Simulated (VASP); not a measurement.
Wanted: the native input for a VASP 6.6.1 run.

```yaml
Task: density of states
Functional: PBE
Potentials_or_basis: VASP PAW PBE potentials, release 64 (Sb)
Cutoff: 520 eV
k_mesh: 18 × 18 × 18
Occupations: gaussian, width 0.1 eV
Spin: no spin polarisation
Dipole_correction: no
k_mesh_for_the_DOS: 27 × 27 × 27
Occupations_for_the_DOS: tetrahedron
Further_INCAR_settings: ALGO = Normal; EDIFF = 1e-06; NBANDS = 8
```

Sb:

```
Sb
1.0
     3.10945    0.00000    0.00000
     0.00000    3.10945    0.00000
     0.00000    0.00000    3.10968
Sb
1
Direct
  0.00000 0.00000 0.00000
```

One way to write it, as run:

POSCAR

```
Sb
1.0
    3.1094520315      0.0000000000      0.0000000000
    0.0000000000      3.1094520315      0.0000000000
    0.0000000000      0.0000000000      3.1096784082
Sb
1
Direct
    0.0000000000      0.0000000000      0.0000000000
```

INCAR.step1

```
SYSTEM = Sb
ALGO     = Normal         ! electronic algorithm
EDIFF    = 1E-6           ! SCF threshold, eV
ENCUT    = 520            ! plane-wave cutoff, eV
GGA      = PE             ! functional
ISIF     = 2              ! what is computed and relaxed
ISMEAR   = 0              ! smearing method
LASPH    = .True.         ! aspherical terms in the spheres
LCHARG   = .True.         ! write CHGCAR
LREAL    = .False.        ! projectors in reciprocal space
LWAVE    = .False.        ! write WAVECAR
NBANDS   = 8              ! bands
NELM     = 80             ! most SCF steps
PREC     = Accurate       ! precision mode
SIGMA    = 0.1            ! smearing width, eV
```

KPOINTS.step1

```
k-points
0
Gamma
  18 18 18
  0 0 0
```

INCAR.step2

```
SYSTEM = Sb
ALGO     = Normal         ! electronic algorithm
EDIFF    = 1E-6           ! SCF threshold, eV
ENCUT    = 520            ! plane-wave cutoff, eV
GGA      = PE             ! functional
ICHARG   = 11             ! starting density
ISIF     = 2              ! what is computed and relaxed
ISMEAR   = -5             ! smearing method
LASPH    = .True.         ! aspherical terms in the spheres
LCHARG   = .False.        ! write CHGCAR
LORBIT   = 10             ! projections on sites
LREAL    = .False.        ! projectors in reciprocal space
LWAVE    = .False.        ! write WAVECAR
NBANDS   = 8              ! bands
NEDOS    = 1001           ! points of the DOS
NELM     = 80             ! most SCF steps
PREC     = Accurate       ! precision mode
SIGMA    = 0.1            ! smearing width, eV
```

KPOINTS.step2

```
k-points
0
Gamma
  27 27 27
  0 0 0
```

Potentials or basis: VASP PAW PBE potentials, release 64 (Sb).

Command:

```console
$ cat potpaw_PBE.64/Sb/POTCAR > POTCAR
$ cp INCAR.step1 INCAR
$ cp KPOINTS.step1 KPOINTS
$ mpirun -np 1 vasp_std > vasp.out
$ cp INCAR.step2 INCAR
$ cp KPOINTS.step2 KPOINTS
$ mpirun -np 1 vasp_std > vasp.out
```

Results of the run:

```yaml
Valence_electrons_inside_the_program's_atomic_spheres: Sb 2.37
```

Caveat: spin-orbit coupling is left out, which moves the levels of the heavy elements.

Wall time 99 s on 1 thread of AMD EPYC 9R45 96-Core Processor (Zen 5) (shared host), peak memory 0.44 GiB.
